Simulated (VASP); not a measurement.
The system is BP.

```
CELL_PARAMETERS angstrom
0.00000 2.08748 2.08748
2.08748 0.00000 2.08748
2.08748 2.08748 0.00000
ATOMIC_POSITIONS crystal
B 0.00000 0.00000 0.00000
P 0.75000 0.75000 0.75000
```

This cell differs from its parent crystal: strain -0.080 along x and y, -0.080 along z.

Base run:

* Program: VASP 6.6.1
* Functional: LDA
* Potentials or basis: VASP PAW LDA potentials, release 64 (B, P)
* Cutoff: 500 eV
* k mesh: 10 × 10 × 10
* Occupations: gaussian, width 0.05 eV
* Spin: no spin polarisation

Its results: band gap on the k mesh 0.80 eV, indirect (least direct gap 3.93 eV); pressure 57.1 GPa.

The run is repeated on the same cell with these changes: functional from LDA to PBEsol; potentials or basis from VASP PAW LDA potentials, release 64 (B, P) to VASP PAW PBE potentials, release 64 (B, P). What comes out?

Band gap on the k mesh 0.70 eV, indirect (least direct gap 3.90 eV); pressure 62.8 GPa.

Caveats: the PAW data sets were made with another functional, which shifts forces and pressure a little (some runs).

A k mesh can miss the band edges.
